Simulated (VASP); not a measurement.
A run of VASP 6.6.1:

The input INCAR:

```
  ALGO = Normal
  EDIFF = 1E-6
  ENCUT = 520
  GGA = PE
  ISIF = 2
  ISMEAR = -1
  LASPH = True
  LCHARG = False
  LREAL = False
  LWAVE = False
  NBANDS = 12
  NELM = 60
  PREC = Accurate
  SIGMA = 0.05
```

Contents of KPOINTS:

```
k-points
0
Gamma
  16 16 16
```

POSCAR

```
Zr
1.0
   -1.6595710306      1.6595710306      1.6595710306
    1.6595710306     -1.6595710306      1.6595710306
    1.6595710306      1.6595710306     -1.6595710306
Zr
1
Direct
    0.0000000000      0.0000000000      0.0000000000
```

Potentials or basis: VASP PAW PBE potentials, release 64 (Zr_sv).

Launch:

```console
$ cat potpaw_PBE.64/Zr_sv/POTCAR > POTCAR
$ mpirun -np 1 vasp_std > vasp.out
```

Hardware: 1 thread of Intel Xeon 8259CL (shared host).

Q: Estimate the wall time of this run.

A: Wall time 40 s on 1 thread of Intel Xeon 8259CL, on a shared host, peak memory 0.16 GiB. Counts: scf iterations 12, k points 145.
